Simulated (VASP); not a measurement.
C: relaxation of cell and atoms with PBE

The system is C.

```
C
1.0
     3.57458   -0.04557    0.06203
    -0.04557    3.48693   -0.01724
     0.06203   -0.01724    3.55616
C
8
Direct
  0.00723 0.99728 0.98478
  0.99982 0.99033 0.48619
  0.00767 0.49336 0.02238
  0.00380 0.50514 0.50670
  0.49515 0.02905 0.00856
  0.48078 0.01089 0.47726
  0.50201 0.48035 0.02136
  0.50354 0.49360 0.49277
```

```yaml
Program: VASP 6.6.1
Task: relaxation of cell and atoms
Functional: PBE
Potentials_or_basis: VASP PAW PBE potentials, release 64 (C)
Cutoff: 600 eV
k_mesh: 6 × 6 × 6
Occupations: gaussian, width 0.1 eV
Spin: no spin polarisation
Dipole_correction: no
Further_INCAR_settings: ALGO = Normal; EDIFF = 1e-06; IBRION = 2; EDIFFG = -0.015; NSW = 100; ISIF = 3
```

- Relaxed volume: 8.93 Å³/atom
- Relaxed cell: a = 4.373 Å, b = 4.214 Å, c = 4.347 Å, α = 107.35°, β = 74.58°, γ = 107.67°
- Space group after relaxing (to 0.1 Å): C2 (No. 5)
- Energy gained by relaxing: 1280.8 meV/atom
- Ionic steps: 67
- Pressure after relaxing: 0.0 GPa
- Largest force after relaxing: 0.013 eV/Å
- Band gap on the k mesh: zero (bands 16 and 17 overlap by 0.35 eV)

Forces on the atoms (eV/Å):
```
C    0.007  0.002 -0.001
C   -0.004 -0.004 -0.012
C   -0.006 -0.003  0.003
C    0.007  0.010  0.002
C   -0.004  0.001  0.002
C    0.003 -0.004 -0.003
C   -0.001 -0.001  0.001
C   -0.003 -0.001  0.008
```

Step by step:
```tsv
step	energy change (eV)	largest force (eV/Å)	pressure (GPa)	volume (Å³)
1	0.0000	1.9112	8.35	44.30
3	-1.0522	2.3635	2.96	47.39
5	-2.4597	7.3049	24.18	51.55
7	-2.9674	8.2710	26.76	52.95
9	-3.4187	9.9621	38.01	59.49
11	-4.5494	6.9298	25.23	59.00
13	-5.8660	4.4063	1.96	63.92
15	-6.7690	7.9337	-6.78	63.45
17	-7.3487	3.6723	-7.57	63.16
19	-8.1685	2.2022	-3.00	61.45
21	-8.5561	2.0516	3.72	60.59
23	-9.1222	1.3292	5.78	61.39
25	-9.4843	1.8407	0.00	64.38
27	-9.8765	1.4070	0.63	67.84
29	-10.0697	1.1968	-0.36	69.81
31	-10.1519	0.5452	0.42	70.37
33	-10.1804	0.3870	0.05	70.75
35	-10.1928	0.3595	-0.14	70.91
37	-10.2047	0.2452	0.37	71.02
39	-10.2151	0.2348	-0.04	71.30
41	-10.2231	0.2109	-0.48	71.52
43	-10.2321	0.1730	0.12	71.59
45	-10.2361	0.2151	-0.10	71.62
47	-10.2393	0.1922	-0.02	71.59
49	-10.2417	0.1327	0.18	71.55
51	-10.2438	0.1125	-0.14	71.60
53	-10.2446	0.1078	-0.03	71.58
55	-10.2455	0.0520	-0.04	71.54
57	-10.2459	0.0660	-0.07	71.50
59	-10.2460	0.0468	0.02	71.47
61	-10.2461	0.0208	0.04	71.46
63	-10.2461	0.0325	0.04	71.46
65	-10.2462	0.0157	0.01	71.47
67	-10.2462	0.0131	-0.01	71.48
```

Final structure:
```xyz
8
Lattice="4.3067 -0.6041 0.4598 -0.6607 4.1240 -0.5576 0.6286 -0.6492 4.2519" Properties=species:S:1:pos:R:3 pbc="T T T"
C     0.8155   -0.3956    3.9143
C     0.2008    3.3158    1.9604
C     0.3154    1.5458    0.3186
C     3.8677    1.6108    1.7869
C     1.5384    0.0223    0.3072
C     1.8384   -0.1152    1.7438
C     1.7695    1.4416    0.5559
C     2.4781    1.1867    1.8752
```

Levels at points of the mesh, in eV from the Fermi level:
| k point | band 12 | band 13 | band 14 | band 15 | band 16 | band 17 | band 18 | band 19 | band 20 | band 21 |
| --- | --- | --- | --- | --- | --- | --- | --- | --- | --- | --- |
| (0.00, 0.00, 0.00) | -5.07 | -3.96 | -3.12 | -1.10 | -0.99 | 0.72 | 1.55 | 3.53 | 5.41 | 6.32 |
| (0.50, 0.00, 0.00) | -4.49 | -3.91 | -3.16 | -1.03 | -0.24 | 0.40 | 1.60 | 2.36 | 4.57 | 7.05 |
| (0.00, 0.50, 0.00) | -4.14 | -3.39 | -2.23 | -1.89 | 0.08 | 0.48 | 2.16 | 3.21 | 3.89 | 7.26 |
| (0.50, 0.50, 0.00) | -4.47 | -3.14 | -1.95 | -1.45 | -1.33 | 0.35 | 2.21 | 3.39 | 4.15 | 7.04 |
| (0.00, 0.00, 0.50) | -4.48 | -3.89 | -3.15 | -1.07 | -0.22 | 0.43 | 1.60 | 2.37 | 4.58 | 7.09 |
| (0.50, 0.00, 0.50) | -4.12 | -3.93 | -3.37 | -0.93 | -0.33 | 0.80 | 1.55 | 1.93 | 4.41 | 7.03 |
| (0.00, 0.50, 0.50) | -4.44 | -3.16 | -1.90 | -1.44 | -1.32 | 0.34 | 2.20 | 3.37 | 4.17 | 7.05 |
| (0.50, 0.50, 0.50) | -4.34 | -2.33 | -1.80 | -1.61 | -1.27 | -0.11 | 2.44 | 3.84 | 4.32 | 6.92 |

Run time: 31 min on 1 thread of AMD EPYC 9R45 96-Core Processor (Zen 5) (shared host), peak memory 0.2 GiB.

Caveat: the volume moved by over 15 % at a fixed basis, so the end points are rough.
